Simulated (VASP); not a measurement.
Wanted: the native input for a VASP 6.6.1 run.

* Task: electric field gradients
* Functional: PBE
* Potentials or basis: VASP PAW PBE potentials, release 64 (Sb)
* Cutoff: 400 eV
* k mesh: 9 × 9 × 9
* Occupations: fermi-dirac, width 0.05 eV
* Spin: no spin polarisation
* Dipole correction: no
* Further INCAR settings: ALGO = Normal; EDIFF = 1e-08; NBANDS = 12

The structure of Sb lies in POSCAR:

```
Sb
1.0
    2.1936123386      1.2664826742      3.7440000000
   -2.1936123386      1.2664826742      3.7440000000
    0.0000000000     -2.5329653483      3.7440000000
Sb
2
Direct
    0.2336400000      0.2336400000      0.2336400000
    0.7663600000      0.7663600000      0.7663600000
```

This cell differs from its parent crystal: equal xx and yy strain of +2 %.

The input as run:

INCAR

```
ALGO = Normal
EDIFF = 1E-8
ENCUT = 400
GGA = PE
GGA_COMPAT = False
ISIF = 2
ISMEAR = -1
LASPH = True
LCHARG = False
LEFG = True
LREAL = False
LWAVE = False
NBANDS = 12
NELM = 120
PREC = Accurate
SIGMA = 0.05
```

KPOINTS

```
k-points
0
Gamma
  9 9 9
```

Potentials or basis: VASP PAW PBE potentials, release 64 (Sb).

Command:

```sh
$ cat potpaw_PBE.64/Sb/POTCAR > POTCAR
$ mpirun -np 1 vasp_std > vasp.out
```

Results of the run:

* Pressure: 0.7 GPa
* Largest force: 0.068 eV/Å
* Band gap on the k mesh: 0.16 eV, indirect (least direct gap 0.47 eV)

Caveat: the cell differs from its parent crystal (equal xx and yy strain of +2 %); without QUAD_EFG the Cq values of the log hold for a quadrupole moment of 1 mb, not for the nuclei; spin-orbit coupling is left out, which moves the levels of the heavy elements.

Wall time 25 s on 1 thread of Intel(R) Xeon(R) Platinum 8559C (Emerald Rapids) (shared host), peak memory 0.18 GiB.
